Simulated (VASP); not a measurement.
# BaS in VASP: further runs, part 2 of 2

VASP 6.6.1.

### Step 4. Single point, r2SCAN (strain +5.0%)

POSCAR reads:

```
BaS
1.0
    0.0000000000      3.3723856691      3.3723856691
    3.3723856691      0.0000000000      3.3723856691
    3.3723856691      3.3723856691      0.0000000000
Ba S
1 1
Direct
    0.0000000000      0.0000000000      0.0000000000
    0.5000000000      0.5000000000      0.5000000000
```

INCAR.step1 reads:

```
SYSTEM = BaS
PREC = Accurate
ENCUT = 520
ISMEAR = 0
SIGMA = 0.01
LREAL = .False.
LASPH = .True.
NELM = 80
NBANDS = 15
GGA = PE
ALGO = Normal
EDIFF = 1E-4
LWAVE = .True.
LCHARG = .False.
```

INCAR.step2 reads:

```
SYSTEM = BaS
PREC = Accurate
ENCUT = 520
EDIFF = 1E-6
ISMEAR = 0
SIGMA = 0.01
LREAL = .False.
LASPH = .True.
NELM = 80
ALGO = Normal
ISIF = 2
LWAVE = .False.
LCHARG = .False.
METAGGA = R2SCAN
LMIXTAU = .True.
NBANDS = 15
ISTART = 1
```

KPOINTS reads:

```
Automatic mesh
0
Gamma
  8 8 8
  0 0 0
```

Launch:

```bash
cat potpaw_PBE.64/Ba_sv/POTCAR potpaw_PBE.64/S/POTCAR > POTCAR
cp INCAR.step1 INCAR
mpirun -np 1 vasp_std > vasp.out
cp INCAR.step2 INCAR
mpirun -np 1 vasp_std > vasp.out
```

Wall time 1.7 min (1 thread of AMD EPYC 9R45 (Zen 5), shared host); peak memory 0.2 GiB.

It converged, with:

| Property | Result |
| --- | --- |
| Free energy | -39.0600 eV |
| Pressure | -4.4 GPa |
| Band gap on the k mesh | 2.66 eV, indirect (least direct gap 2.86 eV) |

Levels at points of the mesh, in eV from the valence-band top:
```csv
k point,band 5,band 6,band 7,band 8,band 9,band 10,band 11,band 12
"(0.00, 0.00, 0.00)",-10.57,0.00,0.00,0.00,3.43,4.22,4.22,4.22
"(0.50, 0.00, 0.00)",-9.87,-1.59,-0.81,-0.81,5.46,5.60,6.20,6.20
"(0.50, 0.50, 0.00)",-10.47,-0.65,-0.20,-0.20,2.66,5.76,6.06,7.16
```

Caveat: the cell differs from its parent crystal (strain +5.0%); the PAW data sets were made with another functional, which shifts forces and pressure a little; spin-orbit coupling is left out, which moves the levels of the heavy elements. A k mesh can miss the band edges.

### Step 5. Single point, PBE (epitaxial xy strain +1.0%)

INCAR reads:

```
SYSTEM = BaS
ALGO = Normal
EDIFF = 1E-6
ENCUT = 520
GGA = PE
ISIF = 2
ISMEAR = -1
LASPH = .TRUE.
LCHARG = .TRUE.
LELF = .TRUE.
LREAL = .FALSE.
LVHAR = .TRUE.
LWAVE = .FALSE.
NBANDS = 15
NELM = 60
PREC = Accurate
SIGMA = 0.02
```

KPOINTS reads:

```
k-points
0
G
  8 8 8
  0 0 0
```

POSCAR reads:

```
BaS
1.0
    0.0000000000      3.2439138341      3.2013870227
    3.2439138341      0.0000000000      3.2013870227
    3.2439138341      3.2439138341      0.0000000000
Ba S
1 1
Direct
    0.0000000000      0.0000000000      0.0000000000
    0.5000000000      0.5000000000      0.5000000000
```

Launch:

```bash
cat potpaw_PBE.64/Ba_sv/POTCAR potpaw_PBE.64/S/POTCAR > POTCAR
mpirun -np 1 vasp_std > vasp.out
```

Wall time 43 s (1 thread of AMD EPYC 9R45 (Zen 5), shared host); peak memory 0.2 GiB.

Results (log left out):

| Item | Value |
| --- | --- |
| Free energy | -10.1924 eV |
| Pressure | 0.0 GPa |
| Band gap on the k mesh | 2.13 eV, indirect (least direct gap 2.29 eV) |

Stress tensor (GPa, compression positive):
```
-0.37  0.00  0.00
 0.00 -0.37  0.00
 0.00  0.00  0.62
```

Levels at points of the mesh, in eV from the valence-band top:
```
           k point  band 6  band 7  band 8  band 9  band 10  band 11
(0.00, 0.00, 0.00)   -0.04   -0.04    0.00    3.41     3.81     3.81
(0.50, 0.00, 0.00)   -1.89   -1.06   -1.05    5.40     5.56     6.14
(0.50, 0.50, 0.00)   -0.54   -0.20   -0.20    2.13     5.80     5.84
(0.50, 0.00, 0.50)   -0.61   -0.19   -0.15    2.14     5.73     5.88
```

Caveat: the cell differs from its parent crystal (epitaxial xy strain +1.0%); spin-orbit coupling is left out, which moves the levels of the heavy elements.

### Step 6. Single point, PBE (uniaxial x strain +3.0%)

INCAR reads:

```
SYSTEM = BaS
PREC = Accurate ; ENCUT = 520
EDIFF = 1E-6 ; ISMEAR = -1
SIGMA = 0.02 ; LREAL = .FALSE.
LASPH = .TRUE. ; NELM = 100
ALGO = Normal ; ISIF = 2
LWAVE = .FALSE. ; LCHARG = .TRUE.
GGA = PE ; LELF = .TRUE.
LVHAR = .TRUE. ; NBANDS = 15
```

KPOINTS reads:

```
Automatic mesh
0
G
  8 8 8
  0 0 0
```

POSCAR reads:

```
BaS
1.0
    0.0000000000      3.2117958753      3.2117958753
    3.3081497516      0.0000000000      3.2117958753
    3.3081497516      3.2117958753      0.0000000000
Ba S
1 1
Direct
    0.0000000000      0.0000000000      0.0000000000
    0.5000000000      0.5000000000      0.5000000000
```

Potentials or basis: VASP PAW PBE potentials, release 64 (Ba_sv, S).

Launch:

```bash
cat potpaw_PBE.64/Ba_sv/POTCAR potpaw_PBE.64/S/POTCAR > POTCAR
mpirun -np 1 vasp_std > vasp.out
```

OUTCAR:

```text
SYSTEM = BaS
   PREC = Accurate
   ENCUT = 520
   EDIFF = 1E-6
   ISMEAR = -1
   LREAL = .FALSE.
   LASPH = .TRUE.
   NELM = 100
   ISIF = 2
   GGA = PE

 ion  position               nearest neighbor table
   1  0.000  0.000  0.000-   2 3.21   2 3.21   2 3.21   2 3.21   2 3.31   2 3.31
   2  0.500  0.500  0.500-   1 3.21   1 3.21   1 3.21   1 3.21   1 3.31   1 3.31

  LATTYP: Found a body centered tetragonal cell.
 ALAT       =     4.5421652864
 C/A-ratio  =     1.4566399693

  Lattice vectors:

 A1 = (   3.3081497516,   0.0000000000,   3.2117958753)
 A2 = (   3.3081497516,   0.0000000000,  -3.2117958753)
 A3 = (  -3.3081497516,   3.2117958753,   0.0000000000)

Analysis of symmetry for initial positions (statically):
=====================================================================
 Subroutine PRICEL returns:
 Original cell was already a primitive cell.

 Routine SETGRP: Setting up the symmetry group for a
 body centered tetragonal supercell.

 Subroutine GETGRP returns: Found 16 space group operations
 (whereof 16 operations were pure point group operations)
 out of a pool of 16 trial point group operations.

The static configuration has the point symmetry D_4h.

Analysis of symmetry for dynamics (positions and initial velocities):
=====================================================================
 Subroutine PRICEL returns:
 Original cell was already a primitive cell.

 Routine SETGRP: Setting up the symmetry group for a
 body centered tetragonal supercell.

 Subroutine GETGRP returns: Found 16 space group operations
 (whereof 16 operations were pure point group operations)
 out of a pool of 16 trial point group operations.

The dynamic configuration has the point symmetry D_4h.

 Subroutine INISYM returns: Found 16 space group operations
 (whereof 16 operations are pure point group operations),
 and found     1 'primitive' translations

[... 118 lines left out ...]
   LORBIT       =      0    0 simple, 1 ext, 2 COOP (PROOUT), +10 PAW based schemes
   GGA     = PE    functional components
   LHFCALC =     F    Hartree Fock is set to
   AEXX    =    0.0000 exact exchange contribution
   IVDW    =     0    specifies the selected vdW correction
   LEPSILON=     F    determine dielectric tensor
   LRPA    =     F    only Hartree local field effects (RPA)
 non-spin polarized calculation
  energy-cutoff  :      520.00
  volume of cell :       68.25
 maximum number of plane-waves:      1855
 NGX is ok and might be reduce to    36
   NGX = 17   NGY = 17   NGZ = 17

 number of electron      16.0000000 magnetization

 Free energy of the ion-electron system (eV)
  ---------------------------------------------------
  ext. energy  EPLUGINS =         0.00000000
  ---------------------------------------------------
  free energy    TOTEN  =       -10.18441923 eV

  energy without entropy =      -10.18441923  energy(sigma->0) =      -10.18441923

 E-fermi :   1.6671     XC(G=0):  -8.4329

 val. band max:        1.2464991922   @ k =   0.0000   0.0000   0.0000
 cond. band min:       3.3951734531   @ k =   0.5000   0.5000   0.0000
 fundamental gap:      2.1486742609
 Fermi energy:         1.6671476059

 k-point     1 :       0.0000    0.0000    0.0000
  band No.  band energies     occupation
      1     -25.0030      2.00000
      2     -10.0691      2.00000
      3     -10.0615      2.00000
      4     -10.0615      2.00000
      5      -9.0725      2.00000
      6       1.1705      2.00000
      7       1.2465      2.00000
      8       1.2465      2.00000
      9       4.5661      0.00000
     10       4.9489      0.00000
     11       5.1456      0.00000
     12       5.1456      0.00000
     13       5.9129      0.00000
     14       6.0372      0.00000
[... 401 lines left out ...]
      2     -10.7784      2.00000
      3     -10.1552      2.00000
      4     -10.0647      2.00000
      5      -8.2706      2.00000
      6      -0.1784      2.00000
      7       0.3730      2.00000
      8       0.7133      2.00000
      9       5.3542      0.00000
     10       6.0677      0.00000
     11       6.1389      0.00000
     12       6.9038      0.00000
     13       7.9378      0.00000
     14       8.7971      0.00000
     15      11.3129      0.00000

 [... further k-points ...]
[... 5 lines left out ...]
  --------------------------------------------------------------------------------------
  -------------------------------------------------------------------------------------
  Total       -0.7514944      0.0644675      0.0644675     -0.0000000      0.0000000      0.0000000
  in kB      -17.6410851      1.5133541      1.5133541     -0.0000000      0.0000000      0.0000000
  external PRESSURE =      -4.8714590 kB  Pullay stress =       0.0000000 kB

 VOLUME and BASIS-vectors are now :
 -----------------------------------------------------------------------------
  energy-cutoff  :      520.00
  volume of cell :       68.25
      direct lattice vectors                 reciprocal lattice vectors
     0.000000000  3.211795875  3.211795875    -0.151141888  0.155676145  0.155676145
     3.308149752  0.000000000  3.211795875     0.151141888 -0.155676145  0.155676145
     3.308149752  3.211795875  0.000000000     0.151141888  0.155676145 -0.155676145

 POSITION                                       TOTAL-FORCE (eV/Angst)
 -----------------------------------------------------------------------------------
      0.00000      0.00000      0.00000        -0.000000      0.000000     -0.000000
      3.30815      3.21180      3.21180         0.000000      0.000000      0.000000
 -----------------------------------------------------------------------------------
    total drift:                                0.000000      0.000000      0.000000

  FREE ENERGIE OF THE ION-ELECTRON SYSTEM (eV)
  ---------------------------------------------------
  free  energy   TOTEN  =       -10.1844192338 eV

  energy  without entropy=      -10.1844192338  energy(sigma->0) =      -10.18441923
```

OSZICAR:

```text
N       E                     dE             d eps       ncg     rms          rms(c)
DAV:   1     0.841926309605E+02    0.84193E+02   -0.67477E+03  1770   0.919E+02
DAV:   2    -0.565324278224E+01   -0.89846E+02   -0.81161E+02  2429   0.166E+02
DAV:   3    -0.105832379580E+02   -0.49300E+01   -0.48942E+01  2385   0.416E+01
DAV:   4    -0.106844253192E+02   -0.10119E+00   -0.10116E+00  2268   0.616E+00
DAV:   5    -0.106867629778E+02   -0.23377E-02   -0.23376E-02  2441   0.778E-01    0.457E+00
DAV:   6    -0.101650413745E+02    0.52172E+00   -0.71803E-01  2029   0.505E+00    0.309E+00
DAV:   7    -0.101681849234E+02   -0.31435E-02   -0.19201E-01  2247   0.242E+00    0.208E+00
DAV:   8    -0.101823147582E+02   -0.14130E-01   -0.24746E-02  1994   0.111E+00    0.198E-01
DAV:   9    -0.101833852388E+02   -0.10705E-02   -0.35519E-03  2295   0.438E-01    0.179E-01
DAV:  10    -0.101842923499E+02   -0.90711E-03   -0.10170E-03  1833   0.206E-01    0.460E-02
DAV:  11    -0.101844152901E+02   -0.12294E-03   -0.15750E-04  2211   0.749E-02    0.158E-02
DAV:  12    -0.101844194306E+02   -0.41405E-05   -0.86513E-06  2029   0.191E-02    0.296E-03
DAV:  13    -0.101844192338E+02    0.19680E-06   -0.56375E-07  1803   0.503E-03
   1 F= -.10184419E+02 E0= -.10184419E+02  d E =-.291803E-11
```

stdout:

```text
POSCAR found type information on POSCAR BaS
 POSCAR found :  2 types and       2 ions
 scaLAPACK will be used
 LDA part: xc-table for (Slater+PW92), standard interpolation
 POSCAR, INCAR and KPOINTS ok, starting setup
 FFT: planning ... GRIDC
 FFT: planning ... GRID_SOFT
 FFT: planning ... GRID
 WAVECAR not read
 entering main loop
```

It took 41 s on 1 thread of AMD EPYC 9R45 (Zen 5), shared host; peak memory 0.2 GiB.

What came out:

* Free energy: -10.1844 eV
* Pressure: -0.5 GPa
* Band gap on the k mesh: 2.15 eV, indirect (least direct gap 2.31 eV)

Stress tensor (GPa, compression positive):
```
-1.76  0.00  0.00
 0.00  0.15  0.00
 0.00  0.00  0.15
```

Caveat: the cell differs from its parent crystal (uniaxial x strain +3.0%); spin-orbit coupling is left out, which moves the levels of the heavy elements.

### Step 7. Overview

| level | cell | smearing | gap on the mesh (eV) | pressure (GPa) |
| --- | --- | --- | --- | --- |
| PBE | a = 4.769 Å, angles 60.0°, 2 atoms | fermi-dirac 0.02 eV | 2.31 | -4.0 |
| r2SCAN | a = 4.542 Å, angles 60.0°, 2 atoms | gaussian 0.01 eV | 2.49 | 0.6 |
| r2SCAN | a = 4.769 Å, angles 60.0°, 2 atoms | gaussian 0.01 eV | 2.66 | -4.4 |
| PBE | a = 4.558, b = 4.558, c = 4.588 Å, angles 59.8, 59.8, 60.4°, 2 atoms | fermi-dirac 0.02 eV | 2.13 | 0.0 |
| PBE | a = 4.542, b = 4.611, c = 4.611 Å, angles 59.0, 60.5, 60.5°, 2 atoms | fermi-dirac 0.02 eV | 2.15 | -0.5 |

Alike in all rows: task single point; potentials or basis VASP PAW PBE potentials, release 64 (Ba_sv, S); no spin polarisation; k mesh 8 × 8 × 8; cutoff (eV) 520.

Caveats: spin-orbit coupling is left out, which moves the levels of the heavy elements; the PAW data sets were made with another functional, which shifts forces and pressure a little (some runs).

Total energies depend on the potentials used, so only differences within one code and one set of settings carry meaning.
